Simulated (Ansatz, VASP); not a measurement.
**MgO: VASP beside Ansatz**

```
Mg O
1.0
     2.92306    0.00000    0.00000
    -1.46153    2.53144    0.00000
     0.00000    0.00000    5.09210
Mg O
2 2
Direct
  0.00000 0.00000 0.00000
  0.00000 0.00000 0.50000
  0.33333 0.66667 0.25000
  0.66667 0.33333 0.75000
```

Alike in both runs: task single point; functional LDA; k mesh 12 × 12 × 6; no spin polarisation.

|  | VASP | Ansatz |
| --- | --- | --- |
| version | VASP 6.6.1 | Ansatz 0.2.0 |
| potentials or method | VASP PAW LDA potentials, release 64 (Mg, O) | plane waves, PAW |
| plane-wave cutoff (eV) | 520 | 420 |
| occupations | gaussian, width 0.01 eV | fixed |
| valence electrons in the cell | 16 | 32 |

Ansatz gave:

```
gap on the k mesh at the Fermi level (eV)                     : 4.37
pressure (GPa)                                                : -4.9
traceless stress, the component that is largest in VASP (GPa) : 0.16
```

Problem. Estimate VASP's values.

Solution. gap on the k mesh at the Fermi level (eV): 4.37; pressure (GPa): -6.7; traceless stress, the component that is largest in VASP (GPa): -0.16.

LDA's correlation is that of Perdew and Zunger in VASP and of Perdew and Wang (1992) in Ansatz. VASP's potentials hold 16 valence electrons a cell and Ansatz's 32, so a difference there can come from the potentials and not from the codes.
